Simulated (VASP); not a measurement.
# BeTe: single point with PBE

Crystal: BeTe.

```
Be Te
1.0
     0.00000    2.93413    2.82862
     2.82862    0.00000    2.82862
     2.82862    2.93413    0.00000
Be Te
1 1
Direct
  0.00000 0.00000 0.00000
  0.25000 0.25000 0.25000
```

This cell differs from its parent crystal: uniaxial y strain +3.7%.

* Program: VASP 6.6.1
* Task: single point
* Functional: PBE
* Potentials or basis: VASP PAW PBE potentials, release 64 (Be, Te)
* Cutoff: 520 eV
* k mesh: 4 × 4 × 4
* Occupations: gaussian, width 0.01 eV
* Spin: no spin polarisation
* Dipole correction: no
* Further INCAR settings: ALGO = Normal; EDIFF = 1e-06; NBANDS = 11

* Pressure: -1.2 GPa
* Band gap on the k mesh: 1.94 eV, indirect (least direct gap 3.38 eV)

Stress tensor (GPa, compression positive):
```
-0.48  0.00  0.00
 0.00 -2.77  0.00
 0.00  0.00 -0.48
```

Levels at points of the mesh, in eV from the valence-band top:
| k point | band 2 | band 3 | band 4 | band 5 | band 6 | band 7 |
| --- | --- | --- | --- | --- | --- | --- |
| (0.00, 0.00, 0.00) | -0.20 | 0.00 | 0.00 | 3.38 | 3.55 | 3.55 |
| (0.50, 0.00, 0.00) | -5.30 | -1.27 | -0.97 | 2.83 | 4.47 | 4.64 |
| (0.50, 0.50, 0.00) | -4.86 | -2.64 | -2.58 | 1.94 | 2.56 | 9.21 |
| (0.50, 0.00, 0.50) | -5.05 | -2.37 | -2.37 | 2.18 | 2.85 | 9.27 |

Wall time 7.8 s on 1 thread of AMD EPYC 7R43 64-Core Processor (Zen 3), with other jobs on the host, peak memory 0.13 GiB.

Caveat: the k points lie up to 0.48 Å⁻¹ apart; the cell differs from its parent crystal (uniaxial y strain +3.7%); spin-orbit coupling is left out, which moves the levels of the heavy elements. A k mesh can miss the band edges.
